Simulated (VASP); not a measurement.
# ZnSe (P6_3/mmc) in VASP: single point with HSE06

Aim: the single point of ZnSe with HSE06.

All numbers are computed with VASP 6.6.1; they aren't measurements. Logs are shortened: lines on timing, memory, paths and dates and some standing lists are left out, and cuts for length are marked.

### Step 1. The cell of the first run

It takes space group P6_3/mmc (No. 194, hexagonal). Conventional cell: a = 4.151 Å, b = 4.151 Å, c = 6.175 Å, α = 90.00°, β = 90.00°, γ = 120.00°. Zn (site symmetry -6m2) has 5 Se at 2.40 to 3.09 Å within 3.2 Å. Within 3.2 Å of Se (site symmetry -6m2) lie 5 Zn at 2.40 to 3.09 Å.

### Step 2. Single point, HSE06

POSCAR reads:

```
ZnSe
1.0
    4.1513888412      0.0000000000      0.0000000000
   -2.0756944206      3.5952081974      0.0000000000
    0.0000000000      0.0000000000      6.1747441704
Zn Se
2 2
Direct
    0.3333333333      0.6666666667      0.2500000000
    0.6666666667      0.3333333333      0.7500000000
    0.6666666667      0.3333333333      0.2500000000
    0.3333333333      0.6666666667      0.7500000000
```

INCAR.step1 reads:

```
SYSTEM = ZnSe
ALGO     = Normal         ! electronic algorithm
EDIFF    = 1E-5           ! SCF threshold, eV
ENCUT    = 520            ! plane-wave cutoff, eV
GGA      = PE             ! functional
ISIF     = 2              ! what is computed and relaxed
ISMEAR   = 0              ! smearing method
KPAR     = 4            
LASPH    = .True.         ! aspherical terms in the spheres
LREAL    = .False.        ! projectors in reciprocal space
LWAVE    = .True.         ! write WAVECAR
NBANDS   = 26             ! bands
NELM     = 60             ! most SCF steps
PREC     = Accurate       ! precision mode
SIGMA    = 0.01           ! smearing width, eV
```

INCAR.step2 reads:

```
SYSTEM = ZnSe
ALGO     = Normal         ! electronic algorithm
EDIFF    = 1E-6           ! SCF threshold, eV
ENCUT    = 520            ! plane-wave cutoff, eV
GGA      = PE             ! functional
HFSCREEN = 0.2079         ! screening, 1/A
ISIF     = 2              ! what is computed and relaxed
ISMEAR   = 0              ! smearing method
ISTART   = 1            
KPAR     = 4            
LASPH    = .True.         ! aspherical terms in the spheres
LCHARG   = .True.         ! write CHGCAR
LHFCALC  = .True.         ! exact exchange
LREAL    = .False.        ! projectors in reciprocal space
LVHAR    = .True.       
LWAVE    = .False.        ! write WAVECAR
NBANDS   = 26             ! bands
NELM     = 60             ! most SCF steps
PREC     = Accurate       ! precision mode
PRECFOCK = Normal       
SIGMA    = 0.01           ! smearing width, eV
```

KPOINTS reads:

```
k-points
0
Gamma
  6 6 2
  0 0 0
```

Potentials or basis: VASP PAW PBE potentials, release 64 (Zn, Se).

Started as:

```console
$ cat potpaw_PBE.64/Zn/POTCAR potpaw_PBE.64/Se/POTCAR > POTCAR
$ cp INCAR.step1 INCAR
$ mpirun -np 4 vasp_std > vasp.out
$ cp INCAR.step2 INCAR
$ mpirun -np 4 vasp_std > vasp.out
```

OUTCAR:

```text
SYSTEM = ZnSe
   EDIFF = 1E-6
   ENCUT = 520
   GGA = PE
   HFSCREEN = 0.2079
   ISIF = 2
   ISMEAR = 0
   ISTART = 1
   LASPH = .True.
   LHFCALC = .True.
   LREAL = .False.
   NELM = 60
   PREC = Accurate
   PRECFOCK = Normal

 ion  position               nearest neighbor table
   1  0.333  0.667  0.250-   3 2.40   3 2.40   3 2.40
   2  0.667  0.333  0.750-   4 2.40   4 2.40   4 2.40
   3  0.667  0.333  0.250-   1 2.40   1 2.40   1 2.40
   4  0.333  0.667  0.750-   2 2.40   2 2.40   2 2.40

  LATTYP: Found a hexagonal cell.
 ALAT       =     4.1513888412
 C/A-ratio  =     1.4873923900

  Lattice vectors:

 A1 = (   4.1513888412,   0.0000000000,   0.0000000000)
 A2 = (  -2.0756944206,   3.5952081974,   0.0000000000)
 A3 = (   0.0000000000,   0.0000000000,   6.1747441704)

Analysis of symmetry for initial positions (statically):
=====================================================================
 Subroutine PRICEL returns:
 Original cell was already a primitive cell.

 Routine SETGRP: Setting up the symmetry group for a
 hexagonal supercell.

 Subroutine GETGRP returns: Found 24 space group operations
 (whereof 12 operations were pure point group operations)
 out of a pool of 24 trial point group operations.

The static configuration has the point symmetry D_3d.
 The point group associated with its full space group is D_6h.

Analysis of symmetry for dynamics (positions and initial velocities):
=====================================================================
 Subroutine PRICEL returns:
 Original cell was already a primitive cell.

 Routine SETGRP: Setting up the symmetry group for a
 hexagonal supercell.

 Subroutine GETGRP returns: Found 24 space group operations
 (whereof 12 operations were pure point group operations)
 out of a pool of 24 trial point group operations.

The dynamic configuration has the point symmetry D_3d.
 The point group associated with its full space group is D_6h.

 Subroutine INISYM returns: Found 24 space group operations
 (whereof 12 operations are pure point group operations),
 and found     1 'primitive' translations

----------------------------------------------------------------------------------------

                                     Primitive cell

  volume of cell :      92.1587

  direct lattice vectors                    reciprocal lattice vectors
[... 87 lines left out ...]
   ISYM   =      3    0-nonsym 1-usesym 2-fastsym
   POTIM  = 0.5000    time-step for ionic-motion
   TEBEG  =    0.0;   TEEND  =   0.0 temperature during run
   PSTRESS=    0.0 pullay stress
   NELECT =      36.0000    total number of electrons
   NUPDOWN=      -1.0000    fix difference up-down
   EMIN   =  10.00;   EMAX   =-10.00  energy-range for DOS
   EFERMI =   0.00;   METHOD = LEGACY
   ISMEAR =     0;   SIGMA  =   0.01  broadening in eV -4-tet -1-fermi 0-gaus
   EFERMI_NEDOS =   21; number of points for ismear=-14 and -15
   IALGO  =     38    algorithm
   IMIX   =      1    mixing-type and parameters
     AMIX     =   0.40;   BMIX     =  1.00
     AMIX_MAG =   1.60;   BMIX_MAG =  1.00
  volume/ion in A,a.u.               =      23.04       155.48
  Fermi-wavevector in a.u.,A,eV,Ry     =   1.196732  2.261495 19.485817  1.432167
  Thomas-Fermi vector in A             =   2.332665
   LORBIT       =      0    0 simple, 1 ext, 2 COOP (PROOUT), +10 PAW based schemes
   GGA     = PE    functional components
   LHFCALC =     T    Hartree Fock is set to
   PRECFOCK=normal    Normal, Fast or Accurate (Low or Medium for compatibility)
   ENCUT4O =  -1.0   cutoff for four orbital integrals eV
   NKREDX  =     1    reduce k-point grid by
   NKREDY  =     1    reduce k-point grid by
   NKREDZ  =     1    reduce k-point grid by
   AEXX    =    0.2500 exact exchange contribution
   HFSCREEN=    0.2079 screening length (either q_TF or 0.3 A-1)
   HFSCREENC=   0.2079 screening length for correlation (either q_TF or 0.3 A-1)
   ENCUTFOCK=  -1.0 apply spherical cutoff to Coloumb kernel
   IVDW    =     0    specifies the selected vdW correction
   LEPSILON=     F    determine dielectric tensor
   LRPA    =     F    only Hartree local field effects (RPA)
 non-spin polarized calculation
 Gauss-broadening in eV      SIGMA  =   0.01
  energy-cutoff  :      520.00
  volume of cell :       92.16
 maximum number of plane-waves:      2525
 NGX is ok and might be reduce to    32
  NGX = 24; NGY = 24; NGZ = 36

 number of electron      35.9999988 magnetization

 Free energy of the ion-electron system (eV)
  ---------------------------------------------------
  ext. energy  EPLUGINS =         0.00000000
  ---------------------------------------------------
  free energy    TOTEN  =       -14.09319752 eV

  energy without entropy =      -14.09319752  energy(sigma->0) =      -14.09319752

 E-fermi :   1.4022     XC(G=0):  -7.7013

 val. band max:        1.3099544190   @ k =   0.0000   0.0000   0.0000
 cond. band min:       2.6934995574   @ k =   0.0000   0.0000   0.0000
 fundamental gap:      1.3835451384
 Fermi energy:         1.4022303929

 k-point     1 :       0.0000    0.0000    0.0000
  band No.  band energies     occupation
      1     -13.4091      2.00000
      2     -12.4752      2.00000
      3      -7.5003      2.00000
      4      -7.5003      2.00000
      5      -7.4902      2.00000
      6      -7.4902      2.00000
[... 395 lines left out ...]
     25      10.1810      0.00000
     26      10.1810      0.00000

------------------------ aborting loop because EDIFF is reached ----------------------------------------

  FORCE on cell =-STRESS in cart. coord.  units (eV):
  Direction    XX          YY          ZZ          XY          YZ          ZX
  --------------------------------------------------------------------------------------
  -------------------------------------------------------------------------------------
  Total        0.7208301      0.7208301      0.4469552      0.0000000      0.0000000      0.0000000
  in kB       12.5316155     12.5316155      7.7703059      0.0000000      0.0000000      0.0000000
  external PRESSURE =      10.9445123 kB  Pullay stress =       0.0000000 kB

 VOLUME and BASIS-vectors are now :
 -----------------------------------------------------------------------------
  energy-cutoff  :      520.00
  volume of cell :       92.16
      direct lattice vectors                 reciprocal lattice vectors
     4.151388841  0.000000000  0.000000000     0.240883241  0.139074004  0.000000000
    -2.075694421  3.595208197  0.000000000     0.000000000  0.278148008  0.000000000
     0.000000000  0.000000000  6.174744170     0.000000000  0.000000000  0.161950029

 POSITION                                       TOTAL-FORCE (eV/Angst)
 -----------------------------------------------------------------------------------
     -0.00000      2.39681      1.54369         0.000000     -0.000000     -0.000000
      2.07569      1.19840      4.63106        -0.000000      0.000000      0.000000
      2.07569      1.19840      1.54369         0.000000     -0.000000     -0.000000
     -0.00000      2.39681      4.63106        -0.000000      0.000000     -0.000000
 -----------------------------------------------------------------------------------
    total drift:                                0.000000     -0.000000      0.000000

  FREE ENERGIE OF THE ION-ELECTRON SYSTEM (eV)
  ---------------------------------------------------
  free  energy   TOTEN  =       -14.0931975225 eV

  energy  without entropy=      -14.0931975225  energy(sigma->0) =      -14.09319752
```

It took 34 min on 4 MPI ranks of AMD EPYC 7R43 (Zen 3), shared host; peak memory 0.32 GiB.

Results:

```
Free energy            : -14.0932 eV
Pressure               : 1.1 GPa
Band gap on the k mesh : 1.38 eV
```

Stress tensor (GPa, compression positive):
```
1.25 0.00 0.00
0.00 1.25 0.00
0.00 0.00 0.78
```

Caveat: the k points lie up to 0.51 Å⁻¹ apart; the PAW data sets were made with another functional, which shifts forces and pressure a little.
